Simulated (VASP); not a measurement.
# SiPb8S7 (a cell with a defect) in VASP: a series of runs

SiPb8S7 (a cell with a defect) is run at these levels: PBEsol; tasks: single point.

Everything below comes from runs of VASP 6.6.1. Logs are shortened: lines on timing, memory, paths and dates and some standing lists are left out, and cuts for length are marked.

### 1 The cell of the first run

The cell holds a defect, 16 atoms: a = 11.800 Å, b = 5.900 Å, c = 5.900 Å, α = 90.00°, β = 90.00°, γ = 90.00°.

### 2 Single point, PBEsol

Contents of INCAR:

```
SYSTEM = SiPb8S7
  PREC = Accurate
  ENCUT = 520
  EDIFF = 1E-6
  ISMEAR = -1
  SIGMA = 0.05
  LREAL = Auto
  LASPH = .TRUE.
  NELM = 100
  ALGO = Normal
  ISIF = 2
  LWAVE = .FALSE.
  LCHARG = .FALSE.
  GGA = PS
  NBANDS = 93
```

Contents of KPOINTS:

```
Automatic mesh
0
Gamma
  2 2 2
  0.5 0.5 0.5
```

Contents of POSCAR:

```
SiPb8S7
1.0
   11.8000000000      0.0000000000      0.0000000000
    0.0000000000      5.9000000000      0.0000000000
    0.0000000000      0.0000000000      5.9000000000
S Si Pb
7 1 8
Direct
    0.2298610000      0.9770550000      0.0164580000
    0.7505110000      0.9981860000      0.0040200000
    0.0008860000      0.4998970000      0.0062650000
    0.0010610000      0.9814520000      0.4854490000
    0.5279000000      0.9821810000      0.5199720000
    0.2423710000      0.5179490000      0.5217030000
    0.7631520000      0.5020270000      0.5093060000
    0.4956210000      0.5343030000      0.0147640000
    0.9945720000      0.0093570000      0.9861180000
    0.4928110000      0.9803950000      0.9747170000
    0.2387910000      0.4985510000      0.9890880000
    0.7441960000      0.4728680000      0.0289290000
    0.2385280000      0.0352340000      0.5187140000
    0.7592910000      0.9952150000      0.4880200000
    0.0048440000      0.4867540000      0.5074680000
    0.5024910000      0.5024790000      0.5108900000
```

Potentials or basis: VASP PAW PBE potentials, release 64 (S, Si, Pb_d).

Run with:

```
$ cat potpaw_PBE.64/S/POTCAR potpaw_PBE.64/Si/POTCAR potpaw_PBE.64/Pb_d/POTCAR > POTCAR
$ mpirun -np 1 vasp_std > vasp.out
```

OUTCAR:

```text
SYSTEM = SiPb8S7
   PREC = Accurate
   ENCUT = 520
   EDIFF = 1E-6
   ISMEAR = -1
   LREAL = Auto
   LASPH = .TRUE.
   NELM = 100
   ISIF = 2
   GGA = PS

 ion  position               nearest neighbor table
   1  0.230  0.977  0.016-   9 2.79  11 2.83  13 2.96  13 2.98  11 3.08  10 3.11
   2  0.751  0.998  0.004-  12 2.81  14 2.86   9 2.88  14 3.05  10 3.05  12 3.10
   3  0.001  0.500  0.006-  11 2.81   9 2.90  15 2.94  15 2.96   9 3.01  12 3.04
   4  0.001  0.981  0.485-  13 2.83  14 2.85  15 2.92   9 2.95   9 2.96  15 2.98
   5  0.528  0.982  0.520-  10 2.71  14 2.74  16 2.85  16 3.08  10 3.24  13 3.43
   6  0.242  0.518  0.522-  11 2.76  15 2.81  13 2.85  13 3.05  16 3.07  11 3.14
   7  0.763  0.502  0.509-  12 2.85  15 2.85  14 2.91  14 2.99  16 3.08  12 3.08
   8  0.496  0.534  0.015-  10 2.64  16 2.93  12 2.96  16 2.98  11 3.04  10 3.28
   9  0.995  0.009  0.986-   1 2.79   2 2.88   3 2.90   4 2.95   4 2.96   3 3.01  13 3.99  15 3.99
                            12 4.03  14 4.04  14 4.06  11 4.08
  10  0.493  0.980  0.975-   8 2.64   5 2.71   2 3.05   1 3.11   5 3.24   8 3.28  16 3.93  13 4.04
                            16 4.12  11 4.13
  11  0.239  0.499  0.989-   6 2.76   3 2.81   1 2.83   8 3.04   1 3.08   6 3.14  13 3.90  15 3.96
                             9 4.08  15 4.12  10 4.13
  12  0.744  0.473  0.029-   2 2.81   7 2.85   8 2.96   3 3.04   7 3.08   2 3.10  14 3.91  16 4.03
                             9 4.03  14 4.11
  13  0.239  0.035  0.519-   4 2.83   6 2.85   1 2.96   1 2.98   6 3.05   5 3.43  15 3.83  11 3.90
                             9 3.99  10 4.04
  14  0.759  0.995  0.488-   5 2.74   4 2.85   2 2.86   7 2.91   7 2.99   2 3.05  12 3.91   9 4.04
                             9 4.06  15 4.10  12 4.11
  15  0.005  0.487  0.507-   6 2.81   7 2.85   4 2.92   3 2.94   3 2.96   4 2.98  13 3.83  11 3.96
                             9 3.99  14 4.10  11 4.12
  16  0.502  0.502  0.511-   5 2.85   8 2.93   8 2.98   6 3.07   7 3.08   5 3.08  10 3.93  12 4.03
                            10 4.12

  LATTYP: Found a simple tetragonal cell.
 ALAT       =     5.9000000000
 C/A-ratio  =     2.0000000000

  Lattice vectors:

 A1 = (   0.0000000000,   5.9000000000,   0.0000000000)
 A2 = (   0.0000000000,   0.0000000000,   5.9000000000)
 A3 = (  11.8000000000,   0.0000000000,   0.0000000000)

Analysis of symmetry for initial positions (statically):
=====================================================================
 Subroutine PRICEL returns:
 Original cell was already a primitive cell.

 Routine SETGRP: Setting up the symmetry group for a
 simple tetragonal supercell.

 Subroutine GETGRP returns: Found  1 space group operations
 (whereof  1 operations were pure point group operations)
 out of a pool of 16 trial point group operations.

The static configuration has the point symmetry C_1 .

Analysis of symmetry for dynamics (positions and initial velocities):
=====================================================================
 Subroutine PRICEL returns:
 Original cell was already a primitive cell.

 Routine SETGRP: Setting up the symmetry group for a
 simple tetragonal supercell.

 Subroutine GETGRP returns: Found  1 space group operations
 (whereof  1 operations were pure point group operations)
 out of a pool of 16 trial point group operations.

The dynamic configuration has the point symmetry C_1 .

 Subroutine INISYM returns: Found  1 space group operations
 (whereof  1 operations are pure point group operations),
 and found     1 'primitive' translations

----------------------------------------------------------------------------------------

                                     Primitive cell

  volume of cell :     410.7580

  direct lattice vectors                    reciprocal lattice vectors
    11.800000000  0.000000000  0.000000000     0.084745763  0.000000000  0.000000000
     0.000000000  5.900000000  0.000000000     0.000000000  0.169491525  0.000000000
     0.000000000  0.000000000  5.900000000     0.000000000  0.000000000  0.169491525

  length of vectors
    11.800000000  5.900000000  5.900000000     0.084745763  0.169491525  0.169491525

  position of ions in fractional coordinates (direct lattice)
     0.229861000  0.977055000  0.016458000
     0.750511000  0.998186000  0.004020000
     0.000886000  0.499897000  0.006265000
     0.001061000  0.981452000  0.485449000
     0.527900000  0.982181000  0.519972000
     0.242371000  0.517949000  0.521703000
[... 8 lines left out ...]
     0.004844000  0.486754000  0.507468000
     0.502491000  0.502479000  0.510890000

  ion indices of the primitive-cell ions
   primitive index   ion index
                 1           1
                 2           2
                 3           3
                 4           4
                 5           5
                 6           6
[... 8 lines left out ...]
                15          15
                16          16

----------------------------------------------------------------------------------------

 KPOINTS: Automatic mesh

Automatic generation of k-mesh.
 Grid dimensions read from file:
 generate k-points for:    2    2    2

 Generating k-lattice:

  Cartesian coordinates                     Fractional coordinates (reciprocal lattice)
     0.042372881  0.000000000  0.000000000     0.500000000  0.000000000  0.000000000
     0.000000000  0.084745763  0.000000000     0.000000000  0.500000000  0.000000000
     0.000000000  0.000000000  0.084745763     0.000000000  0.000000000  0.500000000

  Length of vectors
     0.042372881  0.084745763  0.084745763

  Shift w.r.t. Gamma in fractional coordinates (k-lattice)
     0.500000000  0.500000000  0.500000000

 Subroutine IBZKPT returns following result:
 ===========================================

 Found      4 irreducible k-points:

 Following reciprocal coordinates:
            Coordinates               Weight
  0.250000  0.250000  0.250000      2.000000
  0.250000 -0.250000  0.250000      2.000000
  0.250000 -0.250000 -0.250000      2.000000
  0.250000  0.250000 -0.250000      2.000000
   k-points           NKPTS =      4   k-points in BZ     NKDIM =      4   number of bands    NBANDS=     93
   number of dos      NEDOS =    301   number of ions     NIONS =     16
   total plane-waves  NPLWV = 207360
   dimension x,y,z NGX =    90 NGY =   48 NGZ =   48
   dimension x,y,z NGXF=   180 NGYF=   96 NGZF=   96
   ions per type =               7   1   8
   NGX,Y,Z   is equivalent  to a cutoff of  12.68, 13.53, 13.53 a.u.
   NGXF,Y,Z  is equivalent  to a cutoff of  25.36, 27.05, 27.05 a.u.
 SYSTEM =  SiPb8S7
   PREC   = accura    normal or accurate (medium, high low for compatibility)
   ISTART =      0    job   : 0-new  1-cont  2-samecut
   ICHARG =      2    charge: 1-file 2-atom 10-const
   ISPIN  =      1    spin polarized calculation?
   LNONCOLLINEAR =      F non collinear calculations
   LSORBIT =      F    spin-orbit coupling
   LASPH  =      T    aspherical Exc in radial PAW
   ENCUT  =  520.0 eV  38.22 Ry    6.18 a.u.  21.94 10.97 10.97*2*pi/ulx,y,z
   NELM   =    100;   NELMIN=  2; NELMDL= -5     # of ELM steps
   EDIFF  = 0.1E-05   stopping-criterion for ELM
   LREAL  =      T    real-space projection
   EDIFFG = 0.1E-04   stopping-criterion for IOM
   NSW    =      0    number of steps for IOM
   IBRION =     -1    ionic relax: 0-MD 1-quasi-New 2-CG
   NFREE  =      0    steps in history (QN), initial steepest desc. (CG)
   ISIF   =      2    stress and relaxation
   ISYM   =      2    0-nonsym 1-usesym 2-fastsym
   POTIM  = 0.5000    time-step for ionic-motion
   TEBEG  =    0.0;   TEEND  =   0.0 temperature during run
   PSTRESS=    0.0 pullay stress
   NELECT =     158.0000    total number of electrons
   NUPDOWN=      -1.0000    fix difference up-down
   EMIN   =  10.00;   EMAX   =-10.00  energy-range for DOS
   EFERMI =   0.00;   METHOD = LEGACY
   ISMEAR =    -1;   SIGMA  =   0.05  broadening in eV -4-tet -1-fermi 0-gaus
   EFERMI_NEDOS =   21; number of points for ismear=-14 and -15
   IALGO  =     38    algorithm
   IMIX   =      4    mixing-type and parameters
     AMIX     =   0.40;   BMIX     =  1.00
     AMIX_MAG =   1.60;   BMIX_MAG =  1.00
  volume/ion in A,a.u.               =      25.67       173.25
  Fermi-wavevector in a.u.,A,eV,Ry     =   1.190598  2.249904 19.286582  1.417524
  Thomas-Fermi vector in A             =   2.326679
   LORBIT       =      0    0 simple, 1 ext, 2 COOP (PROOUT), +10 PAW based schemes
   GGA     = PS    functional components
   LHFCALC =     F    Hartree Fock is set to
   AEXX    =    0.0000 exact exchange contribution
   IVDW    =     0    specifies the selected vdW correction
   LEPSILON=     F    determine dielectric tensor
   LRPA    =     F    only Hartree local field effects (RPA)
 non-spin polarized calculation
  energy-cutoff  :      520.00
  volume of cell :      410.76
 maximum number of plane-waves:     11058
 NGX is ok and might be reduce to    90
   NGX = 43   NGY = 21   NGZ = 21

 number of electron     157.9999998 magnetization

 Free energy of the ion-electron system (eV)
  ---------------------------------------------------
  ext. energy  EPLUGINS =         0.00000000
  ---------------------------------------------------
  free energy    TOTEN  =       -75.55773316 eV

  energy without entropy =      -75.53568652  energy(sigma->0) =      -75.54670984

 E-fermi :   5.8595     XC(G=0):  -9.9709

 val. band max:        5.6962644270   @ k =   0.2500   0.2500  -0.2500
 cond. band min:       6.0079230360   @ k =   0.2500   0.2500  -0.2500
 fundamental gap:      0.3116586089
 Fermi energy:         5.8594773961

 k-point     1 :       0.2500    0.2500    0.2500
  band No.  band energies     occupation
      1     -11.1029      2.00000
      2     -11.0793      2.00000
      3     -11.0361      2.00000
      4     -11.0313      2.00000
      5     -11.0105      2.00000
      6     -10.9597      2.00000
[... 83 lines left out ...]
     90       9.1664      0.00000
     91       9.2347      0.00000

 k-point     2 :       0.2500   -0.2500    0.2500
  band No.  band energies     occupation
      1     -11.1029      2.00000
      2     -11.0806      2.00000
      3     -11.0357      2.00000
      4     -11.0318      2.00000
      5     -11.0115      2.00000
      6     -10.9581      2.00000
[... 83 lines left out ...]
     90       9.1795      0.00000
     91       9.2739      0.00000

 k-point     3 :       0.2500   -0.2500   -0.2500
  band No.  band energies     occupation
      1     -11.1029      2.00000
      2     -11.0793      2.00000
      3     -11.0361      2.00000
      4     -11.0314      2.00000
      5     -11.0105      2.00000
      6     -10.9595      2.00000
[... 83 lines left out ...]
     90       9.1050      0.00000
     91       9.2730      0.00000

 k-point     4 :       0.2500    0.2500   -0.2500
  band No.  band energies     occupation
      1     -11.1028      2.00000
      2     -11.0807      2.00000
      3     -11.0357      2.00000
      4     -11.0318      2.00000
      5     -11.0115      2.00000
      6     -10.9582      2.00000
[... 83 lines left out ...]
     90       9.1740      0.00000
     91       9.2544      0.00000
 [bands above 91 left out]

------------------------ aborting loop because EDIFF is reached ----------------------------------------

  FORCE on cell =-STRESS in cart. coord.  units (eV):
  Direction    XX          YY          ZZ          XY          YZ          ZX
  --------------------------------------------------------------------------------------
  -------------------------------------------------------------------------------------
  Total        3.9103067     -6.7079033     -7.4543564     -0.3153513     -0.1459214     -0.0923522
  in kB       15.2523011    -26.1644341    -29.0760029     -1.2300397     -0.5691719     -0.3602232
  external PRESSURE =     -13.3293786 kB  Pullay stress =       0.0000000 kB

 VOLUME and BASIS-vectors are now :
 -----------------------------------------------------------------------------
  energy-cutoff  :      520.00
  volume of cell :      410.76
      direct lattice vectors                 reciprocal lattice vectors
    11.800000000  0.000000000  0.000000000     0.084745763  0.000000000  0.000000000
     0.000000000  5.900000000  0.000000000     0.000000000  0.169491525  0.000000000
     0.000000000  0.000000000  5.900000000     0.000000000  0.000000000  0.169491525

 POSITION                                       TOTAL-FORCE (eV/Angst)
 -----------------------------------------------------------------------------------
      2.71236      5.76462      0.09710         0.990992      0.456590     -0.090589
      8.85603      5.88930      0.02372        -0.366895     -0.205144     -0.051608
      0.01045      2.94939      0.03696        -0.305560     -0.069395     -0.083695
      0.01252      5.79057      2.86415         0.456296      0.228518      0.194606
      6.22922      5.79487      3.06783        -1.214312      0.162063     -0.398421
      2.85998      3.05590      3.07805         0.703373     -0.028081     -0.369169
[... 8 lines left out ...]
      0.05716      2.87185      2.99406        -0.373664      0.180750     -0.136592
      5.92939      2.96463      3.01425         0.103417     -0.119844      0.029599
 -----------------------------------------------------------------------------------
    total drift:                               -0.013037     -0.000346      0.003147

  FREE ENERGIE OF THE ION-ELECTRON SYSTEM (eV)
  ---------------------------------------------------
  free  energy   TOTEN  =       -75.5577331565 eV

  energy  without entropy=      -75.5356865167  energy(sigma->0) =      -75.54670984
```

Wall time 3.5 min (1 thread of Intel Xeon Platinum 8259CL at 2.50GHz (Skylake/Cascade Lake), shared host); peak memory 0.5 GiB.

Results:

```
Free energy            : -75.5577 eV
Pressure               : -1.3 GPa
Largest force          : 1.399 eV/Å
Band gap on the k mesh : 0.31 eV
```

Forces in eV/Å, atoms in the order of the input:
```
S    0.991  0.457 -0.091
S   -0.367 -0.205 -0.052
S   -0.306 -0.069 -0.084
S    0.456  0.229  0.195
S   -1.214  0.162 -0.398
S    0.703 -0.028 -0.369
S   -0.714 -0.165  0.071
Si   0.077 -1.308  0.050
Pb  -0.191 -0.260  0.113
Pb   0.162  1.309  0.465
Pb   0.624 -0.029  0.533
Pb  -0.112  0.415 -0.375
Pb   0.262 -0.585 -0.239
Pb  -0.103  0.016  0.288
Pb  -0.374  0.181 -0.137
Pb   0.103 -0.120  0.030
```

Caveat: the PAW data sets were made with another functional, which shifts forces and pressure a little; spin-orbit coupling is left out, which moves the levels of the heavy elements.

(Part 1 of 2 ends here.)
